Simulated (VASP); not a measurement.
Input of a VASP 6.6.1 run:

The input POSCAR:

```
Li
1.0
   -1.6903014927      1.6903014927      1.6903014927
    1.6903014927     -1.6903014927      1.6903014927
    1.6903014927      1.6903014927     -1.6903014927
Li
1
Direct
    0.0000000000      0.0000000000      0.0000000000
```

File INCAR.step1:

```
ALGO = Normal
EDIFF = 1E-4
ENCUT = 520
GGA = PE
ISMEAR = -1
LASPH = True
LCHARG = False
LREAL = False
LWAVE = True
NBANDS = 8
NELM = 100
PREC = Accurate
SIGMA = 0.1
```

INCAR.step2

```
ALGO = Normal
EDIFF = 1E-6
ENCUT = 520
ISIF = 2
ISMEAR = -1
ISTART = 1
LASPH = True
LCHARG = False
LMIXTAU = True
LREAL = False
LWAVE = False
METAGGA = R2SCAN
NBANDS = 8
NELM = 100
PREC = Accurate
SIGMA = 0.1
```

File KPOINTS:

```
k-points
0
Gamma
  21 21 21
```

Potentials or basis: VASP PAW PBE potentials, release 64 (Li_sv).

The run is started by

```sh
$ cat potpaw_PBE.64/Li_sv/POTCAR > POTCAR
$ cp INCAR.step1 INCAR
$ mpirun -np 1 vasp_std > vasp.out
$ cp INCAR.step2 INCAR
$ mpirun -np 1 vasp_std > vasp.out
```

Q: What does it give for the band gap on the k mesh?

A: Zero (an odd number of electrons rules out a gap without spin polarisation).
